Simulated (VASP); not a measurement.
# Ti in VASP: single point with PBEsol

Aim: the single point of Ti with PBEsol.

All numbers are computed with VASP 6.6.1; they aren't measurements. Logs are shortened: lines on timing, memory, paths and dates and some standing lists are left out, and cuts for length are marked.

### 1 The cell of the first run

The cell holds a molecule in a box, 1 atom: a = 15.000 Å, b = 15.500 Å, c = 16.000 Å, α = 90.00°, β = 90.00°, γ = 90.00°.

### 2 Single point, PBEsol, collinear spin, ferromagnetic start

INCAR reads:

```
SYSTEM = Ti
ALGO = Normal
EDIFF = 1E-6
ENCUT = 520
GGA = PS
ISIF = 2
ISMEAR = 0
ISPIN = 2
ISYM = 0
LASPH = .TRUE.
LCHARG = .FALSE.
LMAXMIX = 4
LORBIT = 11
LREAL = .FALSE.
LWAVE = .FALSE.
MAGMOM = 2
NBANDS = 16
NELM = 150
PREC = Accurate
SIGMA = 0.005
```

KPOINTS reads:

```
k-points
0
G
  1 1 1
  0 0 0
```

POSCAR reads:

```
Ti
1.0
   15.0000000000      0.0000000000      0.0000000000
    0.0000000000     15.5000000000      0.0000000000
    0.0000000000      0.0000000000     16.0000000000
Ti
1
Direct
    0.5000000000      0.5000000000      0.5000000000
```

Potentials or basis: VASP PAW PBE potentials, release 64 (Ti_sv).

On the command line:

```
> cat potpaw_PBE.64/Ti_sv/POTCAR > POTCAR
> mpirun -np 1 vasp_gam > vasp.out
```

OUTCAR:

```text
SYSTEM = Ti
   EDIFF = 1E-6
   ENCUT = 520
   GGA = PS
   ISIF = 2
   ISMEAR = 0
   ISPIN = 2
   ISYM = 0
   LASPH = .TRUE.
   LORBIT = 11
   LREAL = .FALSE.
   NELM = 150
   PREC = Accurate

 ion  position               nearest neighbor table
   1  0.500  0.500  0.500-

IMPORTANT INFORMATION: All symmetrisations will be switched off!
NOSYMM: (Re-)initialisation of all symmetry stuff for point group C_1.

----------------------------------------------------------------------------------------

                                     Primitive cell

  volume of cell :    3720.0000

  direct lattice vectors                    reciprocal lattice vectors
    15.000000000  0.000000000  0.000000000     0.066666667  0.000000000  0.000000000
     0.000000000 15.500000000  0.000000000     0.000000000  0.064516129  0.000000000
     0.000000000  0.000000000 16.000000000     0.000000000  0.000000000  0.062500000

  length of vectors
    15.000000000 15.500000000 16.000000000     0.066666667  0.064516129  0.062500000

  position of ions in fractional coordinates (direct lattice)
     0.500000000  0.500000000  0.500000000

  ion indices of the primitive-cell ions
   primitive index   ion index
                 1           1

----------------------------------------------------------------------------------------

 KPOINTS: k-points

Automatic generation of k-mesh.
 Grid dimensions read from file:
 generate k-points for:    1    1    1

 Generating k-lattice:

  Cartesian coordinates                     Fractional coordinates (reciprocal lattice)
     0.066666667  0.000000000  0.000000000     1.000000000  0.000000000  0.000000000
     0.000000000  0.064516129  0.000000000     0.000000000  1.000000000  0.000000000
     0.000000000  0.000000000  0.062500000     0.000000000  0.000000000  1.000000000

  Length of vectors
     0.066666667  0.064516129  0.062500000

  Shift w.r.t. Gamma in fractional coordinates (k-lattice)
     0.000000000  0.000000000  0.000000000

 Subroutine IBZKPT returns following result:
 ===========================================

 Found      1 irreducible k-points:

 Following reciprocal coordinates:
            Coordinates               Weight
  0.000000  0.000000  0.000000      1.000000
   k-points           NKPTS =      1   k-points in BZ     NKDIM =      1   number of bands    NBANDS=     16
   number of dos      NEDOS =    301   number of ions     NIONS =      1
   total plane-waves  NPLWV = ******
   dimension x,y,z NGX =   112 NGY =  120 NGZ =  120
   dimension x,y,z NGXF=   224 NGYF=  240 NGZF=  240
   ions per type =               1
   NGX,Y,Z   is equivalent  to a cutoff of  12.41, 12.87, 12.47 a.u.
   NGXF,Y,Z  is equivalent  to a cutoff of  24.83, 25.74, 24.94 a.u.
 SYSTEM =  Ti
   PREC   = accura    normal or accurate (medium, high low for compatibility)
   ISTART =      0    job   : 0-new  1-cont  2-samecut
   ICHARG =      2    charge: 1-file 2-atom 10-const
   ISPIN  =      2    spin polarized calculation?
   LNONCOLLINEAR =      F non collinear calculations
   LSORBIT =      F    spin-orbit coupling
   LASPH  =      T    aspherical Exc in radial PAW
   ENCUT  =  520.0 eV  38.22 Ry    6.18 a.u.  27.89 28.82 29.75*2*pi/ulx,y,z
   NELM   =    150;   NELMIN=  2; NELMDL= -5     # of ELM steps
   EDIFF  = 0.1E-05   stopping-criterion for ELM
   LREAL  =      F    real-space projection
   EDIFFG = 0.1E-04   stopping-criterion for IOM
   NSW    =      0    number of steps for IOM
   IBRION =     -1    ionic relax: 0-MD 1-quasi-New 2-CG
   NFREE  =      0    steps in history (QN), initial steepest desc. (CG)
   ISIF   =      2    stress and relaxation
   ISYM   =      0    0-nonsym 1-usesym 2-fastsym
   POTIM  = 0.5000    time-step for ionic-motion
   TEBEG  =    0.0;   TEEND  =   0.0 temperature during run
   PSTRESS=    0.0 pullay stress
   NELECT =      12.0000    total number of electrons
   NUPDOWN=      -1.0000    fix difference up-down
   EMIN   =  10.00;   EMAX   =-10.00  energy-range for DOS
   EFERMI =   0.00;   METHOD = LEGACY
   ISMEAR =     0;   SIGMA  =   0.01  broadening in eV -4-tet -1-fermi 0-gaus
   EFERMI_NEDOS =   21; number of points for ismear=-14 and -15
   IALGO  =     38    algorithm
   IMIX   =      4    mixing-type and parameters
     AMIX     =   0.40;   BMIX     =  1.00
     AMIX_MAG =   1.60;   BMIX_MAG =  1.00
  volume/ion in A,a.u.               =    3720.00     25103.80
  Fermi-wavevector in a.u.,A,eV,Ry     =   0.241892  0.457109  0.796098  0.058512
  Thomas-Fermi vector in A             =   1.048732
   LORBIT       =     11    0 simple, 1 ext, 2 COOP (PROOUT), +10 PAW based schemes
   GGA     = PS    functional components
   LHFCALC =     F    Hartree Fock is set to
   AEXX    =    0.0000 exact exchange contribution
   IVDW    =     0    specifies the selected vdW correction
   LEPSILON=     F    determine dielectric tensor
   LRPA    =     F    only Hartree local field effects (RPA)
 spin polarized calculation
 Gauss-broadening in eV      SIGMA  =   0.01
  energy-cutoff  :      520.00
  volume of cell :     3720.00
 maximum number of plane-waves:     50071
 NGX is ok and might be reduce to   112
   NGX = 55   NGY = 57   NGZ = 59

 number of electron      12.0000002 magnetization       4.0000279

 Free energy of the ion-electron system (eV)
  ---------------------------------------------------
  ext. energy  EPLUGINS =         0.00000000
  ---------------------------------------------------
  free energy    TOTEN  =        -2.52239659 eV

  energy without entropy =       -2.52239659  energy(sigma->0) =       -2.52239659

 E-fermi :  -2.4119     XC(G=0):  -0.2402

 val. band max:       -2.5080141645   @ k =   0.0000   0.0000   0.0000
 cond. band min:      -1.8841649295   @ k =   0.0000   0.0000   0.0000
 fundamental gap:      0.6238492349
 Fermi energy:        -2.4119458799

 spin component 1

 k-point     1 :       0.0000    0.0000    0.0000
  band No.  band energies     occupation
      1     -59.3660      1.00000
      2     -35.8588      1.00000
      3     -35.8587      1.00000
      4     -35.8586      1.00000
      5      -4.0274      1.00000
      6      -2.5081      1.00000
[... 8 lines left out ...]
     15       0.3941      0.00000
     16       0.4181      0.00000
 Fermi energy:        -2.4119458799

 spin component 2

 k-point     1 :       0.0000    0.0000    0.0000
  band No.  band energies     occupation
      1     -57.2448      1.00000
      2     -33.7123      1.00000
      3     -33.7123      1.00000
      4     -33.7122      1.00000
      5      -1.4132      0.00000
      6      -0.2774      0.00000
[... 8 lines left out ...]
     15       0.6889      0.00000
     16       0.6963      0.00000

------------------------ aborting loop because EDIFF is reached ----------------------------------------

  FORCE on cell =-STRESS in cart. coord.  units (eV):
  Direction    XX          YY          ZZ          XY          YZ          ZX
  --------------------------------------------------------------------------------------
  -------------------------------------------------------------------------------------
  Total       -0.0115548     -0.0121317     -0.0108930     -0.0000908      0.0003352      0.0002761
  in kB       -0.0049766     -0.0052251     -0.0046915     -0.0000391      0.0001444      0.0001189
  external PRESSURE =      -0.0049644 kB  Pullay stress =       0.0000000 kB

 VOLUME and BASIS-vectors are now :
 -----------------------------------------------------------------------------
  energy-cutoff  :      520.00
  volume of cell :     3720.00
      direct lattice vectors                 reciprocal lattice vectors
    15.000000000  0.000000000  0.000000000     0.066666667  0.000000000  0.000000000
     0.000000000 15.500000000  0.000000000     0.000000000  0.064516129  0.000000000
     0.000000000  0.000000000 16.000000000     0.000000000  0.000000000  0.062500000

 POSITION                                       TOTAL-FORCE (eV/Angst)
 -----------------------------------------------------------------------------------
      7.50000      7.75000      8.00000         0.000011      0.000002      0.000005
 -----------------------------------------------------------------------------------
    total drift:                                0.000011      0.000002      0.000005

  FREE ENERGIE OF THE ION-ELECTRON SYSTEM (eV)
  ---------------------------------------------------
  free  energy   TOTEN  =        -2.5223965939 eV

  energy  without entropy=       -2.5223965939  energy(sigma->0) =       -2.52239659

 total charge

# of ion       s       p       d       tot
------------------------------------------
    1        2.160   5.914   2.226  10.299

 magnetization (x)

# of ion       s       p       d       tot
------------------------------------------
    1        0.169  -0.001   2.226   2.393
```

stdout:

```text
POSCAR found type information on POSCAR Ti
 POSCAR found :  1 types and       1 ions
 scaLAPACK will be used
 -----------------------------------------------------------------------------
|                                                                             |
|                                                                             |
|     You enforced a specific xc type in the INCAR file but a different       |
|     I HOPE YOU KNOW WHAT YOU ARE DOING!                                     |
|                                                                             |
 -----------------------------------------------------------------------------

 LDA part: xc-table for (Slater+PW92), standard interpolation
 POSCAR, INCAR and KPOINTS ok, starting setup
 FFT: planning ... GRIDC
 FFT: planning ... GRID_SOFT
 FFT: planning ... GRID
 WAVECAR not read
 entering main loop
```

It took 19 min on 1 thread of Intel Xeon 6975P-C (Granite Rapids), shared host; peak memory 3.5 GiB.

What came out:

```yaml
Free_energy: -2.5224 eV
Gap_between_the_frontier_levels: 0.62 eV
Net_moment: 4.00 μB per cell
Site_moments: Ti +2.39 μB
Valence_electrons_inside_the_program's_atomic_spheres: Ti 10.30
```

Levels at points of the mesh, in eV from the valence-band top:
Spin up:
```
           k point  band 4  band 5  band 6  band 7  band 8  band 9  band 10  band 11  band 12  band 13
(0.00, 0.00, 0.00)  -33.35   -1.52    0.00    0.00    0.00    0.62     0.62     1.30     1.30     1.30
```
Spin down:
| k point | band 1 | band 2 | band 3 | band 4 | band 5 | band 6 | band 7 | band 8 |
| --- | --- | --- | --- | --- | --- | --- | --- | --- |
| (0.00, 0.00, 0.00) | -54.74 | -31.20 | -31.20 | -31.20 | 1.09 | 2.23 | 2.23 | 2.62 |

Caveat: the PAW data sets were made with another functional, which shifts forces and pressure a little.
